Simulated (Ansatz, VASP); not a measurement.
**Hg in VASP and in Ansatz**

```xyz
1
Lattice="-1.8562 1.8562 1.8562 1.8562 -1.8562 1.8562 1.8562 1.8562 -1.8562" Properties=species:S:1:pos:R:3 pbc="T T T"
Hg    0.0000    0.0000    0.0000
```

Alike in both runs: task single point; functional PBE; k mesh 19 × 19 × 19; occupations fermi-dirac, width 0.1 eV; no spin polarisation.

|  | VASP | Ansatz |
| --- | --- | --- |
| version | VASP 6.6.1 | Ansatz 0.2.0 |
| potentials or method | VASP PAW PBE potentials, release 64 (Hg), cutoff 520 eV | plane waves (420 eV) with PAW, scalar-relativistic |
| valence electrons in the cell | 12 | 20 |

VASP gave:

```
pressure (GPa) : 2.6
```

**Question.** What did Ansatz give for the same quantities?

**Answer.** Pressure (GPa): 2.4.

With one functional, cell and mesh, what is left measures potentials, basis and numerics. VASP's potentials hold 12 valence electrons a cell and Ansatz's 20, so a difference there can come from the potentials and not from the codes.

Spin-orbit coupling is off throughout.
